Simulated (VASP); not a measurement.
**Sc: single point with RPBE**

Crystal: Sc.

```
Sc
1.0
     3.34338    0.00000    0.00000
    -1.67169    2.89545    0.00000
     0.00000    0.00000    5.30957
Sc
2
Direct
  0.33333 0.66667 0.25000
  0.66667 0.33333 0.75000
```

| Property | Result |
| --- | --- |
| Program | VASP 6.6.1 |
| Task | single point |
| Functional | RPBE |
| Potentials or basis | VASP PAW PBE potentials, release 64 (Sc_sv) |
| Cutoff | 520 eV |
| k mesh | 11 × 11 × 6 |
| Occupations | fermi-dirac, width 0.05 eV |
| Spin | collinear spin |
| Starting moments | [1.0, 1.0] μB |

```
Pressure                                              : 0.0 GPa
Net moment                                            : 0.91 μB per cell
Site moments                                          : Sc +0.24 μB
Valence electrons inside the program's atomic spheres : Sc 9.32
```

Levels at points of the mesh, in eV from the Fermi level:
Spin up:
| k point | band 8 | band 9 | band 10 | band 11 | band 12 | band 13 | band 14 | band 15 | band 16 | band 17 |
| --- | --- | --- | --- | --- | --- | --- | --- | --- | --- | --- |
| (0.00, 0.00, 0.00) | -28.15 | -5.28 | -1.86 | 0.17 | 1.42 | 1.42 | 1.53 | 1.80 | 1.80 | 2.18 |
| (0.00, 0.00, 0.50) | -28.19 | -3.82 | -3.82 | 0.69 | 0.69 | 1.36 | 1.36 | 1.36 | 1.36 | 3.10 |
Spin down:
| k point | band 7 | band 8 | band 9 | band 10 | band 11 | band 12 | band 13 | band 14 |
| --- | --- | --- | --- | --- | --- | --- | --- | --- |
| (0.00, 0.00, 0.00) | -27.97 | -27.97 | -4.86 | -1.36 | 0.51 | 1.70 | 1.70 | 1.82 |
| (0.00, 0.00, 0.50) | -28.00 | -28.00 | -3.40 | -3.40 | 1.05 | 1.05 | 1.63 | 1.63 |

It took 99 s on 1 thread of AMD EPYC 9R45 96-Core Processor (Zen 5), on a shared host, peak memory 0.23 GiB.

Caveat: the PAW data sets were made with another functional, which shifts forces and pressure a little.
